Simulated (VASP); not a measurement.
LiCl, 16 atoms in the cell. The typed cell holds 16 atoms: a = 7.262 Å, b = 7.262 Å, c = 7.262 Å, α = 60.00°, β = 60.00°, γ = 60.00°. 

| Quantity | Value |
| --- | --- |
| Program | VASP 6.6.1 |
| Task | single point |
| Functional | r2SCAN |
| Potentials or basis | VASP PAW PBE potentials, release 64 (Li_sv, Cl) |
| Cutoff | 520 eV |
| k mesh | 2 × 2 × 2 |
| Occupations | fermi-dirac, width 0.112 eV |
| Spin | no spin polarisation |
| Dipole correction | no |
| Further INCAR settings | LREAL = Auto; ALGO = Normal; EDIFF = 1e-06; NBANDS = 54 |

Potentials or basis: VASP PAW PBE potentials, release 64 (Li_sv, Cl).

The run is started by

```console
$ cat potpaw_PBE.64/Li_sv/POTCAR potpaw_PBE.64/Cl/POTCAR > POTCAR
$ cp INCAR.step1 INCAR
$ mpirun -np 1 vasp_std > vasp.out
$ cp INCAR.step2 INCAR
$ mpirun -np 1 vasp_std > vasp.out
```

Hardware: 1 thread of Oxide Virtual Turin-like Processor (shared host).

Task: Estimate the wall time of this run.

Result: Wall time 17 min on 1 thread of Oxide Virtual Turin-like Processor, with other jobs on the host, peak memory 0.41 GiB. Counts: k points 8.
